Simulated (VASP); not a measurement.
The system is Mo.

```xyz
1
Lattice="-1.5734 1.5734 1.5734 1.5734 -1.5734 1.5734 1.5734 1.5734 -1.5734" Properties=species:S:1:pos:R:3 pbc="T T T"
Mo    0.0000    0.0000    0.0000
```

| Property | Result |
| --- | --- |
| Program | VASP 6.6.1 |
| Task | relaxation of volume and atoms at fixed shape |
| Functional | LDA |
| Potentials or basis | VASP PAW LDA potentials, release 64 (Mo_sv) |
| Cutoff | 500 eV |
| k mesh | 10 × 10 × 10 |
| Occupations | fermi-dirac, width 0.1 eV |
| Spin | no spin polarisation |

At the start: pressure -8.4 GPa; volume 15.58 Å³/atom.

How do energy, volume and symmetry change on relaxing?

Over 3 steps the energy falls by 12.8 meV/atom and the volume is 15.12 Å³/atom (-3.0 %); space group Im-3m (No. 229, to 0.05 Å).

Step by step:
```
step  energy change (eV)  largest force (eV/Å)  pressure (GPa)  volume (Å³)
   1              0.0000                0.0000           -8.38        15.58
   2              0.1025                0.0000           31.01        13.81
   3             -0.0128                0.0000           -0.31        15.12
```

Final structure:
```
CELL_PARAMETERS angstrom
-1.55773 1.55773 1.55773
1.55773 -1.55773 1.55773
1.55773 1.55773 -1.55773
ATOMIC_POSITIONS crystal
Mo 0.00000 0.00000 0.00000
```
